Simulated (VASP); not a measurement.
Runs of VASP 6.6.1 on Al3Si2F. The structure is that of space group R-3m (No. 166), or close to it. The cells are those of the table. 

| task | cell | k mesh | cutoff (eV) | gap on the mesh (eV) | pressure (GPa) | largest force (eV/Å) |
| --- | --- | --- | --- | --- | --- | --- |
| relaxation of cell and atoms | relaxed from a = 7.331 Å, angles 29.7°, 6 atoms | 4 × 4 × 4 | 600 | none | 0.1 | 0.03 |
| single point | a = 4.665 Å, angles 79.8°, 6 atoms | 3 × 3 × 3 | 600 | none | (a) | 0.03 |
| single point | a = 7.912 Å, angles 30.5°, 6 atoms | 4 × 4 × 4 | 520 | none | 0.2 | 0.02 |
| single point | a = 4.668 Å, angles 79.8°, 6 atoms | 3 × 3 × 3 | 600 | none | -0.1 | 0.03 |

Alike in all rows: level PBE; potentials or basis VASP PAW PBE potentials, release 64 (Al, Si, F); no spin polarisation; smearing gaussian 0.15 eV.

Q: Fill in the values left out.

A: (a) 0.0.

Caveats: all runs use coarse meshes; the relaxation stopped at a loose force limit of 0.08 eV/Å, so its end isn't a converged minimum (some runs).

A gap of «none» marks levels without a gap at the run's occupations.
